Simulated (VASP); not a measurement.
Set up this calculation in VASP 6.6.1, as the native input.

```
Task                   : single point
Functional             : PBE
Potentials or basis    : VASP PAW PBE potentials, release 64 (Pb_d, S)
Cutoff                 : 520 eV
k mesh                 : 8 × 8 × 8
Occupations            : fermi-dirac, width 0.05 eV
Spin                   : non-collinear spin, zero start, spin-orbit coupling
Starting moments       : [[0.0, 0.0, 0.0], [0.0, 0.0, 0.0]] μB
Dipole correction      : no
Further INCAR settings : ALGO = Normal; EDIFF = 1e-06; NBANDS = 32
```

The structure of PbS lies in POSCAR:

```
PbS
1.0
    0.0000000000      3.0047775019      3.0047775019
    3.0047775019      0.0000000000      3.0047775019
    3.0047775019      3.0047775019      0.0000000000
Pb S
1 1
Direct
    0.0000000000      0.0000000000      0.0000000000
    0.5000000000      0.5000000000      0.5000000000
```

One way to write it, as run:

INCAR

```
PREC = Accurate
ENCUT = 520
EDIFF = 1E-6
ISMEAR = -1
SIGMA = 0.05
LREAL = False
LASPH = True
NELM = 150
ALGO = Normal
ISIF = 2
LWAVE = False
LCHARG = True
LNONCOLLINEAR = True
MAGMOM = 0 0 0 0 0 0
LORBIT = 11
LSORBIT = True
GGA_COMPAT = False
LORBMOM = True
GGA = PE
LVHAR = True
NBANDS = 32
```

KPOINTS

```
regular mesh
0
Gamma
  8 8 8
```

Potentials or basis: VASP PAW PBE potentials, release 64 (Pb_d, S).

Run with:

```sh
$ cat potpaw_PBE.64/Pb_d/POTCAR potpaw_PBE.64/S/POTCAR > POTCAR
$ mpirun -np 1 vasp_ncl > vasp.out
```

Results of the run:

```json
{
  "Pressure": "-0.3 GPa",
  "Net moment": "0.00 μB per cell",
  "Valence electrons inside the program's atomic spheres": "Pb 11.83; S 3.67"
}
```

It took 62 s on 1 thread of AMD EPYC 9R45 96-Core Processor (Zen 5), on a shared host, peak memory 0.3 GiB.
